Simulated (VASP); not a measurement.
# SiC (F-43m) in VASP: notebook

Runs on SiC. Level: r2SCAN. Tasks: single point.

All numbers are computed with VASP 6.6.1; they aren't measurements. Logs are shortened: lines on timing, memory, paths and dates and some standing lists are left out, and cuts for length are marked.

## 1. The cell of the first run

Symmetry: F-43m, No. 216, cubic system. Conventional cell: a = 4.399 Å, b = 4.399 Å, c = 4.399 Å, α = 90.00°, β = 90.00°, γ = 90.00°. Si (site symmetry -43m) has 4 C at 1.90 Å within 2.5 Å. C (site symmetry -43m) has 4 Si at 1.90 Å within 2.5 Å.

## 2. Single point, r2SCAN (volume changed by +3%)

POSCAR

```
SiC
1.0
    0.0000000000      2.1996186222      2.1996186222
    2.1996186222      0.0000000000      2.1996186222
    2.1996186222      2.1996186222      0.0000000000
Si C
1 1
Direct
    0.0000000000      0.0000000000      0.0000000000
    0.2500000000      0.2500000000      0.2500000000
```

INCAR.step1

```
SYSTEM = SiC
PREC = Accurate ; ENCUT = 520
ISMEAR = 0 ; SIGMA = 0.01
LREAL = .False. ; LASPH = .True.
NELM = 100 ; NBANDS = 11
GGA = PE ; ALGO = Normal
EDIFF = 1E-4 ; LWAVE = .True.
LCHARG = .False.
```

INCAR.step2

```
SYSTEM = SiC
PREC = Accurate ; ENCUT = 520
EDIFF = 1E-7 ; ISMEAR = 0
SIGMA = 0.01 ; LREAL = .False.
LASPH = .True. ; NELM = 100
ALGO = Normal ; ISIF = 2
LWAVE = .False. ; LCHARG = .False.
METAGGA = R2SCAN ; LMIXTAU = .True.
NBANDS = 11 ; ISTART = 1
```

KPOINTS

```
Automatic mesh
0
Gamma
  8 8 8
  0 0 0
```

Potentials or basis: VASP PAW PBE potentials, release 64 (Si, C).

On the command line:

```bash
$ cat potpaw_PBE.64/Si/POTCAR potpaw_PBE.64/C/POTCAR > POTCAR
$ cp INCAR.step1 INCAR
$ mpirun -np 1 vasp_std > vasp.out
$ cp INCAR.step2 INCAR
$ mpirun -np 1 vasp_std > vasp.out
```

OUTCAR:

```text
SYSTEM = SiC
   PREC = Accurate
   ENCUT = 520
   EDIFF = 1E-7
   ISMEAR = 0
   LREAL = .False.
   LASPH = .True.
   NELM = 100
   ISIF = 2
   METAGGA = R2SCAN
   ISTART = 1

 ion  position               nearest neighbor table
   1  0.000  0.000  0.000-   2 1.90   2 1.90   2 1.90   2 1.90
   2  0.250  0.250  0.250-   1 1.90   1 1.90   1 1.90   1 1.90

  LATTYP: Found a face centered cubic cell.
 ALAT       =     4.3992372444

  Lattice vectors:

 A1 = (   0.0000000000,   2.1996186222,   2.1996186222)
 A2 = (   2.1996186222,   0.0000000000,   2.1996186222)
 A3 = (   2.1996186222,   2.1996186222,   0.0000000000)

Analysis of symmetry for initial positions (statically):
=====================================================================
 Subroutine PRICEL returns:
 Original cell was already a primitive cell.

 Routine SETGRP: Setting up the symmetry group for a
 face centered cubic supercell.

 Subroutine GETGRP returns: Found 24 space group operations
 (whereof 24 operations were pure point group operations)
 out of a pool of 48 trial point group operations.

The static configuration has the point symmetry T_d .

Analysis of symmetry for dynamics (positions and initial velocities):
=====================================================================
 Subroutine PRICEL returns:
 Original cell was already a primitive cell.

 Routine SETGRP: Setting up the symmetry group for a
 face centered cubic supercell.

 Subroutine GETGRP returns: Found 24 space group operations
 (whereof 24 operations were pure point group operations)
 out of a pool of 48 trial point group operations.

The dynamic configuration has the point symmetry T_d .

 Subroutine INISYM returns: Found 24 space group operations
 (whereof 24 operations are pure point group operations),
 and found     1 'primitive' translations

----------------------------------------------------------------------------------------

                                     Primitive cell

  volume of cell :      21.2849

  direct lattice vectors                    reciprocal lattice vectors
     0.000000000  2.199618622  2.199618622    -0.227312133  0.227312133  0.227312133
     2.199618622  0.000000000  2.199618622     0.227312133 -0.227312133  0.227312133
     2.199618622  2.199618622  0.000000000     0.227312133  0.227312133 -0.227312133

  length of vectors
     3.110730488  3.110730488  3.110730488     0.393716163  0.393716163  0.393716163

  position of ions in fractional coordinates (direct lattice)
     0.000000000  0.000000000  0.000000000
     0.250000000  0.250000000  0.250000000

  ion indices of the primitive-cell ions
   primitive index   ion index
                 1           1
                 2           2

----------------------------------------------------------------------------------------

 KPOINTS: Automatic mesh

Automatic generation of k-mesh.
 Grid dimensions read from file:
 generate k-points for:    8    8    8

 Generating k-lattice:

  Cartesian coordinates                     Fractional coordinates (reciprocal lattice)
    -0.028414017  0.028414017  0.028414017     0.125000000  0.000000000  0.000000000
     0.028414017 -0.028414017  0.028414017     0.000000000  0.125000000  0.000000000
     0.028414017  0.028414017 -0.028414017     0.000000000  0.000000000  0.125000000

  Length of vectors
     0.049214520  0.049214520  0.049214520

  Shift w.r.t. Gamma in fractional coordinates (k-lattice)
     0.000000000  0.000000000  0.000000000

 Subroutine IBZKPT returns following result:
 ===========================================

 Found     29 irreducible k-points:

 Following reciprocal coordinates:
            Coordinates               Weight
  0.000000  0.000000  0.000000      1.000000
  0.125000  0.000000  0.000000      8.000000
  0.250000  0.000000  0.000000      8.000000
  0.375000  0.000000  0.000000      8.000000
  0.500000  0.000000  0.000000      4.000000
  0.125000  0.125000  0.000000      6.000000
[... 16 lines left out ...]
  0.500000  0.250000  0.125000     48.000000
 -0.375000  0.250000  0.125000     24.000000
 [... further k-points ...]
   k-points           NKPTS =     29   k-points in BZ     NKDIM =     29   number of bands    NBANDS=     11
   number of dos      NEDOS =    301   number of ions     NIONS =      2
   total plane-waves  NPLWV =  13824
   dimension x,y,z NGX =    24 NGY =   24 NGZ =   24
   dimension x,y,z NGXF=    48 NGYF=   48 NGZF=   48
   ions per type =               1   1
   NGX,Y,Z   is equivalent  to a cutoff of  12.83, 12.83, 12.83 a.u.
   NGXF,Y,Z  is equivalent  to a cutoff of  25.65, 25.65, 25.65 a.u.
 SYSTEM =  SiC
   PREC   = accura    normal or accurate (medium, high low for compatibility)
   ISTART =      1    job   : 0-new  1-cont  2-samecut
   ICHARG =      0    charge: 1-file 2-atom 10-const
   ISPIN  =      1    spin polarized calculation?
   LNONCOLLINEAR =      F non collinear calculations
   LSORBIT =      F    spin-orbit coupling
   LASPH  =      T    aspherical Exc in radial PAW
   ENCUT  =  520.0 eV  38.22 Ry    6.18 a.u.   5.78  5.78  5.78*2*pi/ulx,y,z
   NELM   =    100;   NELMIN=  2; NELMDL=  0     # of ELM steps
   EDIFF  = 0.1E-06   stopping-criterion for ELM
   LREAL  =      F    real-space projection
   EDIFFG = 0.1E-05   stopping-criterion for IOM
   NSW    =      0    number of steps for IOM
   IBRION =     -1    ionic relax: 0-MD 1-quasi-New 2-CG
   NFREE  =      0    steps in history (QN), initial steepest desc. (CG)
   ISIF   =      2    stress and relaxation
   ISYM   =      2    0-nonsym 1-usesym 2-fastsym
   POTIM  = 0.5000    time-step for ionic-motion
   TEBEG  =    0.0;   TEEND  =   0.0 temperature during run
   PSTRESS=    0.0 pullay stress
   NELECT =       8.0000    total number of electrons
   NUPDOWN=      -1.0000    fix difference up-down
   EMIN   =  10.00;   EMAX   =-10.00  energy-range for DOS
   EFERMI =   0.00;   METHOD = LEGACY
   ISMEAR =     0;   SIGMA  =   0.01  broadening in eV -4-tet -1-fermi 0-gaus
   EFERMI_NEDOS =   21; number of points for ismear=-14 and -15
   IALGO  =     38    algorithm
   IMIX   =      4    mixing-type and parameters
     AMIX     =   0.40;   BMIX     =  1.00
     AMIX_MAG =   1.60;   BMIX_MAG =  1.00
  volume/ion in A,a.u.               =      10.64        71.82
  Fermi-wavevector in a.u.,A,eV,Ry     =   1.181447  2.232610 18.991231  1.395816
  Thomas-Fermi vector in A             =   2.317720
   LORBIT       =      0    0 simple, 1 ext, 2 COOP (PROOUT), +10 PAW based schemes
   METAGGA = R2SCAN    functional components
   LHFCALC =     F    Hartree Fock is set to
   AEXX    =    0.0000 exact exchange contribution
   IVDW    =     0    specifies the selected vdW correction
   LEPSILON=     F    determine dielectric tensor
   LRPA    =     F    only Hartree local field effects (RPA)
 non-spin polarized calculation
 Gauss-broadening in eV      SIGMA  =   0.01
  energy-cutoff  :      520.00
  volume of cell :       21.28
 maximum number of plane-waves:       588
   NGX = 11   NGY = 11   NGZ = 11

 number of electron       8.0000001 magnetization

 Free energy of the ion-electron system (eV)
  ---------------------------------------------------
  ext. energy  EPLUGINS =         0.00000000
  ---------------------------------------------------
  free energy    TOTEN  =       -19.31320169 eV

  energy without entropy =      -19.31320169  energy(sigma->0) =      -19.31320169

 E-fermi :   7.7956     XC(G=0): -11.8079

 val. band max:        7.6708758208   @ k =   0.0000   0.0000   0.0000
 cond. band min:       9.4128401737   @ k =   0.5000   0.5000   0.0000
 fundamental gap:      1.7419643529
 Fermi energy:         7.7956155199

 k-point     1 :       0.0000    0.0000    0.0000
  band No.  band energies     occupation
      1      -8.2859      2.00000
      2       7.6709      2.00000
      3       7.6709      2.00000
      4       7.6709      2.00000
      5      14.1500      0.00000
      6      15.3108      0.00000
      7      15.3108      0.00000
      8      15.3108      0.00000
      9      22.7062      0.00000
     10      22.7062      0.00000
     11      24.9725      0.00000

 k-point     2 :       0.1250    0.0000    0.0000
  band No.  band energies     occupation
      1      -7.9775      2.00000
      2       6.1339      2.00000
      3       7.4616      2.00000
      4       7.4616      2.00000
      5      14.4349      0.00000
      6      15.6796      0.00000
      7      15.6796      0.00000
      8      15.8868      0.00000
      9      21.5235      0.00000
     10      21.5235      0.00000
     11      24.5641      0.00000

 k-point     3 :       0.2500    0.0000    0.0000
  band No.  band energies     occupation
      1      -7.0788      2.00000
      2       3.2500      2.00000
      3       7.0385      2.00000
      4       7.0386      2.00000
      5      13.9612      0.00000
      6      15.9644      0.00000
      7      15.9644      0.00000
      8      17.5705      0.00000
      9      21.3680      0.00000
     10      21.3680      0.00000
     11      23.5872      0.00000

 k-point     4 :       0.3750    0.0000    0.0000
  band No.  band energies     occupation
      1      -5.7321      2.00000
      2       0.4754      2.00000
      3       6.6954      2.00000
      4       6.6954      2.00000
      5      13.5379      0.00000
      6      15.5506      0.00000
      7      15.5506      0.00000
      8      18.3816      0.00000
      9      23.4408      0.00000
     10      23.4408      0.00000
     11      23.9863      0.00000

 k-point     5 :       0.5000    0.0000    0.0000
  band No.  band energies     occupation
      1      -4.7653      2.00000
      2      -0.9949      2.00000
      3       6.5703      2.00000
      4       6.5703      2.00000
      5      13.3899      0.00000
      6      15.2971      0.00000
      7      15.2972      0.00000
      8      18.4510      0.00000
      9      24.7170      0.00000
     10      25.7220      0.00000
     11      25.7221      0.00000
[... 211 lines left out ...]
 k-point    21 :       0.5000    0.5000    0.0000
  band No.  band energies     occupation
      1      -3.3318      2.00000
      2      -0.2920      2.00000
      3       4.3920      2.00000
      4       4.3921      2.00000
      5       9.4128      0.00000
      6      12.3819      0.00000
      7      22.4488      0.00000
      8      22.4488      0.00000
      9      23.2637      0.00000
     10      28.6500      0.00000
     11      30.5109      0.00000

 k-point    22 :       0.3750    0.2500    0.1250
  band No.  band energies     occupation
      1      -6.2995      2.00000
      2       3.0117      2.00000
      3       4.7601      2.00000
      4       6.3534      2.00000
      5      13.4603      0.00000
      6      15.7105      0.00000
      7      16.5543      0.00000
      8      18.2357      0.00000
      9      20.5065      0.00000
     10      24.3791      0.00000
     11      27.8758      0.00000

 k-point    23 :       0.5000    0.2500    0.1250
  band No.  band energies     occupation
      1      -5.0125      2.00000
      2       0.9784      2.00000
      3       3.9931      2.00000
      4       5.7016      2.00000
      5      13.4287      0.00000
      6      15.6535      0.00000
      7      17.3404      0.00000
      8      18.6471      0.00000
      9      21.7301      0.00000
     10      24.9151      0.00000
     11      27.8221      0.00000

 k-point    24 :      -0.3750    0.2500    0.1250
  band No.  band energies     occupation
      1      -4.1199      2.00000
      2      -0.2894      2.00000
      3       3.8679      2.00000
      4       5.3648      2.00000
      5      13.3789      0.00000
      6      15.3199      0.00000
      7      18.3233      0.00000
      8      19.2697      0.00000
      9      21.7136      0.00000
     10      24.6545      0.00000
     11      27.8486      0.00000

 [... further k-points ...]
[... 5 lines left out ...]
  --------------------------------------------------------------------------------------
  -------------------------------------------------------------------------------------
  Total       -0.8573910     -0.8573910     -0.8573910      0.0000000      0.0000000      0.0000000
  in kB      -64.5382762    -64.5382762    -64.5382762      0.0000000      0.0000000      0.0000000
  external PRESSURE =     -64.5382762 kB  Pullay stress =       0.0000000 kB

 VOLUME and BASIS-vectors are now :
 -----------------------------------------------------------------------------
  energy-cutoff  :      520.00
  volume of cell :       21.28
      direct lattice vectors                 reciprocal lattice vectors
     0.000000000  2.199618622  2.199618622    -0.227312133  0.227312133  0.227312133
     2.199618622  0.000000000  2.199618622     0.227312133 -0.227312133  0.227312133
     2.199618622  2.199618622  0.000000000     0.227312133  0.227312133 -0.227312133

 POSITION                                       TOTAL-FORCE (eV/Angst)
 -----------------------------------------------------------------------------------
      0.00000      0.00000      0.00000        -0.000000     -0.000000      0.000000
      1.09981      1.09981      1.09981         0.000000      0.000000     -0.000000
 -----------------------------------------------------------------------------------
    total drift:                               -0.000000     -0.000000     -0.000001

  FREE ENERGIE OF THE ION-ELECTRON SYSTEM (eV)
  ---------------------------------------------------
  free  energy   TOTEN  =       -19.3132016872 eV

  energy  without entropy=      -19.3132016872  energy(sigma->0) =      -19.31320169
```

Wall time 39 s (1 thread of Intel Xeon 8259CL, shared host); peak memory 0.14 GiB.

What came out:

| Property | Result |
| --- | --- |
| Free energy | -19.3132 eV |
| Pressure | -6.5 GPa |
| Band gap on the k mesh | 1.74 eV, indirect (least direct gap 5.02 eV) |

Caveat: the PAW data sets were made with another functional, which shifts forces and pressure a little.

## 3. Single point, r2SCAN (volume changed by +6%)

POSCAR

```
SiC
1.0
    0.0000000000      2.2207700988      2.2207700988
    2.2207700988      0.0000000000      2.2207700988
    2.2207700988      2.2207700988      0.0000000000
Si C
1 1
Direct
    0.0000000000      0.0000000000      0.0000000000
    0.2500000000      0.2500000000      0.2500000000
```

INCAR.step1

```
  PREC = Accurate
  ENCUT = 520
  ISMEAR = 0
  SIGMA = 0.01
  LREAL = False
  LASPH = True
  NELM = 100
  NBANDS = 11
  GGA = PE
  ALGO = Normal
  EDIFF = 1E-4
  LWAVE = True
  LCHARG = False
```

INCAR.step2

```
  PREC = Accurate
  ENCUT = 520
  EDIFF = 1E-7
  ISMEAR = 0
  SIGMA = 0.01
  LREAL = False
  LASPH = True
  NELM = 100
  ALGO = Normal
  ISIF = 2
  LWAVE = False
  LCHARG = True
  METAGGA = R2SCAN
  LMIXTAU = True
  LELF = True
  LVHAR = True
  NBANDS = 11
  ISTART = 1
```

KPOINTS

```
regular mesh
0
Gamma
  8 8 8
```

Potentials or basis: VASP PAW PBE potentials, release 64 (Si, C).

On the command line:

```bash
$ cat potpaw_PBE.64/Si/POTCAR potpaw_PBE.64/C/POTCAR > POTCAR
$ cp INCAR.step1 INCAR
$ mpirun -np 1 vasp_std > vasp.out
$ cp INCAR.step2 INCAR
$ mpirun -np 1 vasp_std > vasp.out
```

Run time: 50 s. Hardware: 1 thread of Intel Xeon 8259CL, shared host; peak memory 0.14 GiB.

It converged, with:

| Item | Value |
| --- | --- |
| Free energy | -19.2776 eV |
| Pressure | -11.9 GPa |
| Band gap on the k mesh | 1.76 eV, indirect (least direct gap 4.98 eV) |

Levels at points of the mesh, in eV from the valence-band top:
```tsv
k point	band 2	band 3	band 4	band 5	band 6	band 7
(0.00, 0.00, 0.00)	0.00	0.00	0.00	6.12	7.43	7.43
(0.50, 0.00, 0.00)	-8.51	-1.09	-1.09	5.45	7.50	7.50
(0.50, 0.50, 0.00)	-7.88	-3.22	-3.22	1.76	4.60	14.43
```

Caveat: the PAW data sets were made with another functional, which shifts forces and pressure a little.
